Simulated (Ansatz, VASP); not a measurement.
TlBr in VASP and in Ansatz

```
CELL_PARAMETERS angstrom
3.86513 0.00000 0.00000
0.00000 3.86513 0.00000
0.00000 0.00000 3.86513
ATOMIC_POSITIONS crystal
Tl 0.00000 0.00000 0.00000
Br 0.50000 0.50000 0.50000
```

Alike in both runs: task single point; functional LDA; k mesh 8 × 8 × 8; no spin polarisation.

|  | VASP | Ansatz |
| --- | --- | --- |
| version | VASP 6.6.1 | Ansatz 0.2.0 |
| potentials or method | VASP PAW LDA potentials, release 64 (Tl_d, Br), cutoff 500 eV | scalar-relativistic, plane waves, PAW |
| occupations | gaussian, width 0.01 eV | fixed |
| valence electrons in the cell | 20 | 20 |

VASP gave:

```
gap on the k mesh at the Fermi level (eV) : 1.40
least direct gap on the mesh (eV)         : 1.40
pressure (GPa)                            : -0.6
```

Task: What did Ansatz give for the same quantities?

Result: gap on the k mesh at the Fermi level (eV): 1.43; least direct gap on the mesh (eV): 1.43; pressure (GPa): -0.6.

LDA's correlation is that of Perdew and Zunger in VASP and of Perdew and Wang (1992) in Ansatz.

Spin-orbit coupling is off throughout.
